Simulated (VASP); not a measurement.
A run of VASP 6.6.1 is set up as follows.

Contents of INCAR:

```
SYSTEM = Al
PREC     = Accurate       ! precision mode
ENCUT    = 500            ! plane-wave cutoff, eV
EDIFF    = 1E-6           ! SCF threshold, eV
ISMEAR   = 0              ! smearing method
SIGMA    = 0.1            ! smearing width, eV
LREAL    = .FALSE.        ! projectors in reciprocal space
LASPH    = .TRUE.         ! aspherical terms in the spheres
NELM     = 120            ! most SCF steps
ALGO     = Normal         ! electronic algorithm
ISIF     = 2              ! what is computed and relaxed
LWAVE    = .FALSE.        ! write WAVECAR
LCHARG   = .FALSE.        ! write CHGCAR
GGA      = PS             ! functional
NBANDS   = 8              ! bands
GGA_COMPAT= .FALSE.
```

Contents of KPOINTS:

```
Automatic mesh
0
G
  18 18 18
  0 0 0
```

POSCAR

```
Al
1.0
    0.0000000000      2.0073809568      2.0073809568
    2.0073809568      0.0000000000      2.0073809568
    2.0073809568      2.0073809568      0.0000000000
Al
1
Direct
    0.0000000000      0.0000000000      0.0000000000
```

Potentials or basis: VASP PAW PBE potentials, release 64 (Al).

Command:

```console
$ cat potpaw_PBE.64/Al/POTCAR > POTCAR
$ mpirun -np 1 vasp_std > vasp.out
```

Task: Predict the pressure.

Result: 0.1 GPa.

Caveat: the PAW data sets were made with another functional, which shifts forces and pressure a little.
